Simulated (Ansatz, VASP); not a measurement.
**Two plane-wave programs on Ti16H2N**

Contents of INCAR:

```
PREC = Accurate
ENCUT = 520
EDIFF = 1E-7
ISMEAR = 0
SIGMA = 0.1
LREAL = Auto
LASPH = True
NELM = 100
ALGO = Normal
ISIF = 2
LWAVE = False
LCHARG = False
LDIPOL = True
IDIPOL = 3
DIPOL = 0.5 0.5 0.482
GGA = PE
IVDW = 12
NBANDS = 114
```

KPOINTS

```
Automatic mesh
0
Gamma
  4 4 1
```

POSCAR

```
Ti16H2N
1.0
    5.7729299511      0.0000000000      0.0000000000
   -2.8864649755      4.9995039919      0.0000000000
    0.0000000000      0.0000000000     25.4749747967
Ti N H
16 1 2
Direct
    0.3333333333      0.1666666667      0.3140336767
    0.3333333333      0.6666666667      0.3140336767
    0.8333333333      0.1666666667      0.3140336767
    0.8333333333      0.6666666667      0.3140336767
    0.1666666667      0.3333333333      0.4038096697
    0.1666666667      0.8333333333      0.4038096697
    0.6666666667      0.3333333333      0.4038096697
    0.6666666667      0.8333333333      0.4038096697
    0.3325657765      0.1636962481      0.4968231655
    0.3307459860      0.6613227420      0.4966611036
    0.8313234858      0.1636551979      0.4968223457
    0.8380566842      0.6759327599      0.4974499495
    0.1650321034      0.3297295502      0.5831702951
    0.1755860044      0.8310599624      0.5844135692
    0.6709536413      0.3415252266      0.5795779339
    0.6557471300      0.8309961811      0.5844239302
    0.0029932663      0.0057908148      0.6384797338
    0.0688931955      0.1382510848      0.6694684899
   -0.0903147871     -0.1816782225      0.6565538374
```

Input for Ansatz:

```yaml
crystal:
  lattice:
    - [5.7729299511, 0.0, 0.0]
    - [-2.8864649755, 4.9995039919, 0.0]
    - [0.0, 0.0, 25.4749747967]
  atoms:
    - { symbol: Ti, position: [0.3333333333, 0.1666666667, 0.3140336767] }
    - { symbol: Ti, position: [0.3333333333, 0.6666666667, 0.3140336767] }
    - { symbol: Ti, position: [0.8333333333, 0.1666666667, 0.3140336767] }
    - { symbol: Ti, position: [0.8333333333, 0.6666666667, 0.3140336767] }
    - { symbol: Ti, position: [0.1666666667, 0.3333333333, 0.4038096697] }
    - { symbol: Ti, position: [0.1666666667, 0.8333333333, 0.4038096697] }
    - { symbol: Ti, position: [0.6666666667, 0.3333333333, 0.4038096697] }
    - { symbol: Ti, position: [0.6666666667, 0.8333333333, 0.4038096697] }
    - { symbol: Ti, position: [0.3325657765, 0.1636962481, 0.4968231655] }
    - { symbol: Ti, position: [0.330745986, 0.661322742, 0.4966611036] }
    - { symbol: Ti, position: [0.8313234858, 0.1636551979, 0.4968223457] }
    - { symbol: Ti, position: [0.8380566842, 0.6759327599, 0.4974499495] }
    - { symbol: Ti, position: [0.1650321034, 0.3297295502, 0.5831702951] }
    - { symbol: Ti, position: [0.1755860044, 0.8310599624, 0.5844135692] }
    - { symbol: Ti, position: [0.6709536413, 0.3415252266, 0.5795779339] }
    - { symbol: Ti, position: [0.65574713, 0.8309961811, 0.5844239302] }
    - { symbol: "N", position: [0.0029932663, 0.0057908148, 0.6384797338] }
    - { symbol: H, position: [0.0688931955, 0.1382510848, 0.6694684899] }
    - { symbol: H, position: [-0.0903147871, -0.1816782225, 0.6565538374] }
basis:
  ecutwfc: 420
kpoints:
  mp_grid: { grid: [4, 4, 1] }
hamiltonian:
  xc: pbe
  dispersion: d3bj
scf:
  occupations: { method: gaussian, width: 0.1 }
output:
  forces: true
  eigenvalues: true
  write_density: true
  volumetric_format: npy
efield:
  axis: 3
  dipole_correction: true
  ramp_width: 0.04
```

Alike in both runs: task single point; functional PBE; dispersion D3(BJ); k mesh 4 × 4 × 1; occupations gaussian, width 0.1 eV; no spin polarisation.

|  | VASP | Ansatz |
| --- | --- | --- |
| version | VASP 6.6.1 | Ansatz 0.2.0 |
| potentials or method | VASP PAW PBE potentials, release 64 (Ti_sv, N, H), cutoff 520 eV | scalar-relativistic, plane waves, PAW |
| valence electrons in the cell | 199 | 199 |

|  | VASP | Ansatz | Ansatz less VASP |
| --- | --- | --- | --- |
| gap on the k mesh at the Fermi level (eV) | none | none | - |
| rms of the force components (eV/Å) | 0.193 | 0.187 | -0.0056 |

Atom by atom the forces differ by 0.011 eV/Å (rms over components). A gap of «none» marks a metal or a gap that the smearing closes.
